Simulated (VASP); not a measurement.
**Ni: single point with RPBE**

The system is Ni.

```
Ni
1.0
     2.44244    0.00000    0.00000
     0.00000    2.44244    0.00000
     0.00000    0.00000    2.44244
Ni
1
Direct
  0.00000 0.00000 0.00000
```

This isn't the form of Ni at room conditions, which is fcc.

```yaml
Program: VASP 6.6.1
Task: single point
Functional: RPBE
Potentials_or_basis: VASP PAW PBE potentials, release 64 (Ni)
Cutoff: 520 eV
k_mesh: 22 × 22 × 22
Occupations: fermi-dirac, width 0.1 eV
Spin: no spin polarisation
Dipole_correction: no
Further_INCAR_settings: ALGO = Normal; EDIFF = 1e-06; NBANDS = 11
```

The pressure is -10.9 GPa and the band gap on the k mesh is zero (bands 5 and 6 overlap by 1.00 eV).

Levels at points of the mesh, in eV from the Fermi level:
```csv
k point,band 1,band 2,band 3,band 4,band 5,band 6,band 7,band 8,band 9,band 10
"(0.00, 0.00, 0.00)",-7.01,-2.67,-2.67,0.01,0.01,0.01,17.88,17.88,17.88,21.33
"(0.50, 0.00, 0.00)",-3.18,-2.32,-0.82,-0.82,-0.58,0.09,3.20,23.09,24.29,24.29
"(0.50, 0.50, 0.00)",-3.11,-2.09,-0.65,-0.65,0.59,4.95,4.95,9.74,10.54,28.93
"(0.50, 0.50, 0.50)",-2.35,-2.35,-2.35,0.63,0.63,10.69,10.69,10.69,13.35,15.77
```

It took 40 s on 1 thread of Intel Xeon 8259CL, with other jobs on the host, peak memory 0.17 GiB.

Caveat: the cell stands under tension; the PAW data sets were made with another functional, which shifts forces and pressure a little; the run has no spin polarisation, though such a crystal can be magnetic. Spin polarisation is off, so any magnetic state and its effect on volume and gap are missing.
